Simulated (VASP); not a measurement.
Write the native input for VASP 6.6.1 that does the following.

| Item | Value |
| --- | --- |
| Task | relaxation of the atoms |
| Functional | PBE |
| Potentials or basis | VASP PAW PBE potentials, release 64 (Al, Ru_pv) |
| Cutoff | 520 eV |
| k mesh | 16 × 16 × 16 |
| Occupations | fermi-dirac, width 0.05 eV |
| Spin | no spin polarisation |
| Dipole correction | no |
| Further INCAR settings | ALGO = Normal; EDIFF = 1e-07; IBRION = 2; EDIFFG = -0.02; NSW = 80 |

The structure of AlRu lies in POSCAR:

```
AlRu
1.0
    2.9916000000      0.0000000000      0.0000000000
    0.0000000000      2.9916000000      0.0000000000
    0.0000000000      0.0000000000      2.9018520000
Al Ru
1 1
Direct
    0.0000000000      0.0000000000      0.0000000000
    0.5000000000      0.5000000000      0.5000000000
```

This cell differs from its parent crystal: z stretched by -3 %.

The input as run:

INCAR

```
PREC = Accurate
ENCUT = 520
EDIFF = 1E-7
ISMEAR = -1
SIGMA = 0.05
LREAL = F
LASPH = T
NELM = 100
ALGO = Normal
ISIF = 2
LWAVE = F
LCHARG = F
GGA = PE
IBRION = 2
NSW = 80
EDIFFG = -0.02
KPAR = 2
```

KPOINTS

```
Automatic mesh
0
Gamma
  16 16 16
```

Potentials or basis: VASP PAW PBE potentials, release 64 (Al, Ru_pv).

The run is started by

```bash
$ cat potpaw_PBE.64/Al/POTCAR potpaw_PBE.64/Ru_pv/POTCAR > POTCAR
$ mpirun -np 2 vasp_std > vasp.out
```

It gave:

```
Pressure after relaxing : 9.7 GPa
Band gap on the k mesh  : zero (an odd number of electrons rules out a gap without spin polarisation)
```

Caveat: the cell differs from its parent crystal (z stretched by -3 %).

Wall time 30 s on 2 MPI ranks on Intel(R) Xeon(R) Platinum 8259CL CPU @ 2.50GHz (Skylake/Cascade Lake), with other jobs on the host, peak memory 0.24 GiB a rank.
